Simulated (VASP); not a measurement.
A run of VASP 6.6.1:

Contents of INCAR:

```
SYSTEM = CaTiSe3
PREC = Accurate
ENCUT = 520
EDIFF = 1E-6
ISMEAR = 0
SIGMA = 0.1
LREAL = .False.
LASPH = .True.
NELM = 150
ALGO = Normal
ISIF = 2
LWAVE = .False.
LCHARG = .False.
ISPIN = 2
MAGMOM = 0 1 0 0 0
LORBIT = 11
LMAXMIX = 4
GGA = PE
NBANDS = 32
```

Contents of KPOINTS:

```
Automatic mesh
0
Gamma
  4 4 4
  0 0 0
```

Contents of POSCAR:

```
CaTiSe3
1.0
    5.0381084300      0.0000000000      0.0000000000
    0.0000000000      5.0381084300      0.0000000000
    0.0000000000      0.0000000000      5.0381084300
Ca Ti Se
1 1 3
Direct
    0.5000000000      0.5000000000      0.5000000000
    0.0000000000      0.0000000000      0.0000000000
    0.5000000000      0.0000000000      0.0000000000
    0.0000000000      0.5000000000      0.0000000000
    0.0000000000      0.0000000000      0.5000000000
```

Potentials or basis: VASP PAW PBE potentials, release 64 (Ca_sv, Ti_sv, Se).

Run with:

```bash
$ cat potpaw_PBE.64/Ca_sv/POTCAR potpaw_PBE.64/Ti_sv/POTCAR potpaw_PBE.64/Se/POTCAR > POTCAR
$ mpirun -np 1 vasp_std > vasp.out
```

Hardware: 1 thread of AMD EPYC 7571 (shared host).

Question: Estimate the wall time of this run.

Answer: Wall time 4.1 min on 1 thread of AMD EPYC 7571, on a shared host, peak memory 0.29 GiB. Counts: scf iterations 16, k points 10.
